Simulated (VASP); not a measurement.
Input of a VASP 6.6.1 run:

File INCAR:

```
SYSTEM = Al2Rh
  PREC = Accurate
  ENCUT = 500
  EDIFF = 1E-6
  ISMEAR = 0
  SIGMA = 0.1
  LREAL = .False.
  LASPH = .True.
  NELM = 120
  ALGO = Normal
  ISIF = 2
  LWAVE = .False.
  LCHARG = .False.
  GGA = PE
  NBANDS = 30
  GGA_COMPAT = .False.
```

KPOINTS

```
Automatic mesh
0
Gamma
  14 14 4
  0 0 0
```

File POSCAR:

```
Al2Rh
1.0
    2.8279257707      0.0000000000      0.0000000000
    0.0000000000      2.8279257707      0.0000000000
    0.0000000000      0.0000000000     12.2271915222
Al Rh
4 2
Direct
    0.0000000000      0.5000000000      0.8347207538
    0.0000000000      0.5000000000      0.3347207538
    0.5000000000      0.0000000000      0.6652792462
    0.5000000000      0.0000000000      0.1652792462
    0.0000000000      0.0000000000      0.5000000000
    0.5000000000      0.5000000000      0.0000000000
```

Potentials or basis: VASP PAW PBE potentials, release 64 (Al, Rh_pv).

The run is started by

```console
$ cat potpaw_PBE.64/Al/POTCAR potpaw_PBE.64/Rh_pv/POTCAR > POTCAR
$ mpirun -np 1 vasp_std > vasp.out
```

Question: What does it give for the pressure?

Answer: 0.0 GPa.

Question: Predict the largest force.

Answer: 0.015 eV/Å.

Stress tensor (GPa, compression positive):
```
-0.04  0.00  0.00
 0.00 -0.04  0.00
 0.00  0.00  0.10
```
